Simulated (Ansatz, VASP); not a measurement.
# ZnSe in VASP and in Ansatz

INCAR

```
SYSTEM = ZnSe
PREC     = Accurate       ! precision mode
ENCUT    = 520            ! plane-wave cutoff, eV
EDIFF    = 1E-6           ! SCF threshold, eV
ISMEAR   = 0              ! smearing method
SIGMA    = 0.01           ! smearing width, eV
LREAL    = .FALSE.        ! projectors in reciprocal space
LASPH    = .TRUE.         ! aspherical terms in the spheres
NELM     = 80             ! most SCF steps
ALGO     = Normal         ! electronic algorithm
ISIF     = 2              ! what is computed and relaxed
LWAVE    = .FALSE.        ! write WAVECAR
LCHARG   = .FALSE.        ! write CHGCAR
GGA      = B5             ! functional
ALDAX    = 1.0          
AGGAX    = 1.0          
AGGAC    = 1.0          
ALDAC    = 0.0          
NBANDS   = 26             ! bands
```

Contents of KPOINTS:

```
Automatic mesh
0
G
  4 4 4
  0 0 0
```

File POSCAR:

```
ZnSe
1.0
    4.1077020000      0.0000000000      0.0000000000
    0.0000000000      4.1077020000      0.0000000000
    0.0000000000      0.0000000000      6.0703500000
Zn Se
2 2
Direct
    0.0000000000      0.0000000000      0.0000000000
    0.5000000000      0.5000000000      0.0000000000
    0.0000000000      0.5000000000      0.2462800000
    0.5000000000      0.0000000000      0.7537200000
```

Input for Ansatz:

```yaml
crystal:
  lattice:
    - [4.107702, 0.0, 0.0]
    - [0.0, 4.107702, 0.0]
    - [0.0, 0.0, 6.07035]
  atoms:
    - { symbol: Zn, position: [0.0, 0.0, 0.0] }
    - { symbol: Zn, position: [0.5, 0.5, 0.0] }
    - { symbol: Se, position: [0.0, 0.5, 0.24627999999999997] }
    - { symbol: Se, position: [0.5, 0.0, 0.75372] }
basis:
  ecutwfc: 557.833418042754
kpoints:
  mp_grid:
    grid: [4, 4, 4]
hamiltonian:
  xc: blyp
  pseudopotentials:
    kind: paw
scf:
  occupations:
    method: fixed
output:
  stress: true
```

Alike in both runs: task single point; functional BLYP; k mesh 4 × 4 × 4; no spin polarisation.

|  | VASP | Ansatz |
| --- | --- | --- |
| version | VASP 6.6.1 | Ansatz 0.2.0 |
| potentials or method | VASP PAW PBE potentials, release 64 (Zn, Se), cutoff 520 eV | plane waves, PAW |
| occupations | gaussian, width 0.01 eV | fixed |
| valence electrons in the cell | 36 | 56 |

```csv
,VASP,Ansatz,Ansatz less VASP
pressure (GPa),3.1,2.8,-0.26
"traceless stress, the component that is largest in VASP (GPa)",-0.93,-0.91,+0.020
```

VASP's potentials were made for PBE, not for BLYP. VASP's potentials hold 36 valence electrons a cell and Ansatz's 56, so a difference there can come from the potentials and not from the codes.
